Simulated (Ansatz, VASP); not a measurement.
## One calculation of CoO, two programs

```xyz
2
Lattice="1.5369 0.8873 2.4734 -1.5369 0.8873 2.4734 0.0000 -1.7747 2.4734" Properties=species:S:1:pos:R:3 pbc="T T T"
Co    0.0000    0.0000    0.0000
O     0.0000    0.0000    3.7101
```

Alike in both runs: functional PBE; k mesh 12 × 12 × 12; occupations gaussian, width 0.02 eV; collinear spin; Hubbard terms Co d U = 3.32 eV.

Ansatz relaxed the structure, and its values are those at the end. VASP's run is a single point on that final structure, the one shown.

|  | VASP | Ansatz |
| --- | --- | --- |
| version | VASP 6.6.1 | Ansatz 0.2.0 |
| potentials or method | VASP PAW PBE potentials, release 64 (Co, O), cutoff 520 eV | scalar-relativistic, plane waves, PAW |
| valence electrons in the cell | 15 | 23 |

```tsv
	VASP	Ansatz	Ansatz less VASP
pressure (GPa)	-7.4	0.0	+7.44
net moment per atom (μB)	1.50	1.50	0.000
size of the moment on the site where the two differ most (μB)	2.73	2.62	-0.113
```

Site moments also hang on the region over which each program counts them. The programs project onto different local orbitals, so the same U acts differently, and such runs can settle in different states. VASP's potentials hold 15 valence electrons a cell and Ansatz's 23, so a difference there can come from the potentials and not from the codes.
